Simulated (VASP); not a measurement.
A run of VASP 6.6.1 is set up as follows.

The input POSCAR:

```
Mo
1.0
   -1.5748544477      1.5748544477      1.5748544477
    1.5748544477     -1.5748544477      1.5748544477
    1.5748544477      1.5748544477     -1.5748544477
Mo
1
Direct
    0.0000000000      0.0000000000      0.0000000000
```

INCAR.step1

```
PREC = Accurate
ENCUT = 520
ISMEAR = -1
SIGMA = 0.05
LREAL = F
LASPH = T
NELM = 80
NBANDS = 13
GGA = PE
ALGO = Normal
EDIFF = 1E-4
LWAVE = T
LCHARG = F
```

The input INCAR.step2:

```
PREC = Accurate
ENCUT = 520
EDIFF = 1E-6
ISMEAR = -1
SIGMA = 0.05
LREAL = F
LASPH = T
NELM = 80
ALGO = Normal
ISIF = 2
LWAVE = F
LCHARG = F
METAGGA = R2SCAN
LMIXTAU = T
NBANDS = 13
ISTART = 1
```

The input KPOINTS:

```
regular mesh
0
Gamma
  10 10 10
```

Potentials or basis: VASP PAW PBE potentials, release 64 (Mo_sv).

Command:

```sh
$ cat potpaw_PBE.64/Mo_sv/POTCAR > POTCAR
$ cp INCAR.step1 INCAR
$ mpirun -np 1 vasp_std > vasp.out
$ cp INCAR.step2 INCAR
$ mpirun -np 1 vasp_std > vasp.out
```

Q: What does it give for the pressure?

A: 1.1 GPa.

Q: Predict the band gap on the k mesh.

A: Zero (band 7 reaches 16.72 eV, above the bottom of band 8 at 11.15 eV).

Caveat: the PAW data sets were made with another functional, which shifts forces and pressure a little.
